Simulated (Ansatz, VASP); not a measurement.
**One calculation of Pt3PbC, two programs**

The input INCAR:

```
SYSTEM = Pt3PbC
PREC = Accurate ; ENCUT = 600
EDIFF = 1E-6 ; ISMEAR = 1
SIGMA = 0.1 ; LREAL = .FALSE.
LASPH = .TRUE. ; NELM = 120
ALGO = Normal ; ISIF = 2
LWAVE = .FALSE. ; LCHARG = .FALSE.
GGA = PE ; NBANDS = 32
GGA_COMPAT = .FALSE.
```

Contents of KPOINTS:

```
Automatic mesh
0
G
  6 6 6
  0 0 0
```

Contents of POSCAR:

```
Pt3PbC
1.0
    4.3480430000      0.0000000000      0.0000000000
    0.0000000000      4.3480430000      0.0000000000
    0.0000000000      0.0000000000      4.3480430000
Pt Pb C
3 1 1
Direct
    0.0000000000      0.5000000000      0.5000000000
    0.5000000000      0.0000000000      0.5000000000
    0.5000000000      0.5000000000      0.0000000000
    0.0000000000      0.0000000000      0.0000000000
    0.5000000000      0.5000000000      0.5000000000
```

Input for Ansatz:

```yaml
crystal:
  lattice:
    bravais: cubic
    a: 4.348043
  space_group: 221
  atoms:
    - { symbol: Pt, position: [0.0, 0.5, 0.5] }
    - { symbol: Pb, position: [0.0, 0.0, 0.0] }
    - { symbol: C, position: [0.5, 0.5, 0.5] }
basis:
  ecutwfc: 420.0
kpoints:
  mp_grid:
    grid: [6, 6, 6]
hamiltonian:
  xc: pbe
scf:
  occupations:
    method: cold
    width: 0.1
output:
  stress: true
```

Alike in both runs: task single point; functional PBE; k mesh 6 × 6 × 6; no spin polarisation.

|  | VASP | Ansatz |
| --- | --- | --- |
| version | VASP 6.6.1 | Ansatz 0.2.0 |
| potentials or method | VASP PAW PBE potentials, release 64 (Pt, Pb_d, C), cutoff 600 eV | plane waves, PAW |
| occupations | methfessel-paxton of order 1, width 0.1 eV | cold, width 0.1 eV |
| valence electrons in the cell | 48 | 72 |

```tsv
	VASP	Ansatz	Ansatz less VASP
pressure (GPa)	-0.6	-0.6	+0.08
```

VASP's potentials hold 48 valence electrons a cell and Ansatz's 72, so a difference there can come from the potentials and not from the codes.

Spin-orbit coupling is off throughout.
